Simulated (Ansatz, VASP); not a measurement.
**MgO in VASP and in Ansatz**

```xyz
2
Lattice="2.9377 0.0000 0.0000 -1.4689 2.3915 0.0000 0.0000 0.0000 2.6798" Properties=species:S:1:pos:R:3 pbc="T T T"
Mg    0.0000    0.0000    0.0000
O     0.0000    1.5943    1.3399
```

Change from the starting cell: strain -0.0600 x Voigt [0, 1, 0, 0, 0, 0], atoms carried along.

Alike in both runs: task single point; functional PBE; k mesh 12 × 12 × 8; occupations gaussian, width 0.05 eV; no spin polarisation.

```csv
,VASP,Ansatz
version,VASP 6.6.1,Ansatz 0.2.0
potentials or method,"VASP PAW PBE potentials, release 64 (Mg, O), cutoff 520 eV","scalar-relativistic, plane waves, PAW"
valence electrons in the cell,8,16
```

```csv
,VASP,Ansatz,Ansatz less VASP
gap on the k mesh at the Fermi level (eV),3.23,3.25,+0.023
least direct gap on the mesh (eV),3.67,3.69,+0.019
pressure (GPa),8.6,9.3,+0.64
"traceless stress, the component that is largest in VASP (GPa)",13.05,12.90,-0.151
rms of the force components (eV/Å),0.061,0.059,-0.0017
```

Atom by atom the forces differ by 0.002 eV/Å (rms over components). VASP's potentials hold 8 valence electrons a cell and Ansatz's 16, so a difference there can come from the potentials and not from the codes.
